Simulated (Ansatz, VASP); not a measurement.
# Be in VASP and in Ansatz

The input INCAR:

```
SYSTEM = Be
PREC = Accurate
ENCUT = 520
EDIFF = 1E-6
ISMEAR = -1
SIGMA = 0.1
LREAL = .False.
LASPH = .True.
NELM = 80
ALGO = Normal
ISIF = 2
LWAVE = .False.
LCHARG = .False.
GGA = RE
NBANDS = 9
```

KPOINTS

```
regular mesh
0
Gamma
  12 12 12
  0 0 0
```

The input POSCAR:

```
Be
1.0
    0.0000000000      2.5635137787      2.5635137787
    2.5635137787      0.0000000000      2.5635137787
    2.5635137787      2.5635137787      0.0000000000
Be
2
Direct
    0.1250000000      0.1250000000      0.1250000000
    0.8750000000      0.8750000000      0.8750000000
```

Input for Ansatz:

```yaml
crystal:
  lattice:
    - [0.0, 2.5635137787, 2.5635137787]
    - [2.5635137787, 0.0, 2.5635137787]
    - [2.5635137787, 2.5635137787, 0.0]
  atoms:
    - { symbol: Be, position: [0.125, 0.125, 0.125] }
    - { symbol: Be, position: [0.875, 0.875, 0.875] }
hamiltonian:
  xc: revpbe
  pseudopotentials:
    kind: paw
    azcp:
      Be: "pseudopotentials/Be.paw.azcp"
basis:
  ecutwfc: 420
  fft_grid_basis: typed
kpoints:
  mp_grid: { grid: [12, 12, 12], shift: [0, 0, 0] }
magnetization:
  spin_polarized: false
scf:
  occupations: { method: fermi_dirac, width: 0.1 }
  lower_state_search: "off"
output:
  stress: true
```

Alike in both runs: task single point; functional revPBE; k mesh 12 × 12 × 12; occupations fermi-dirac, width 0.1 eV; no spin polarisation.

|  | VASP | Ansatz |
| --- | --- | --- |
| version | VASP 6.6.1 | Ansatz 0.2.0 |
| potentials or method | VASP PAW PBE potentials, release 64 (Be), cutoff 520 eV | plane waves (420 eV) with PAW, scalar-relativistic |
| valence electrons in the cell | 4 | 4 |

```csv
,VASP,Ansatz,Ansatz less VASP
pressure (GPa),-3.9,-3.9,0.00
```

VASP's potentials were made for PBE, not for revPBE.
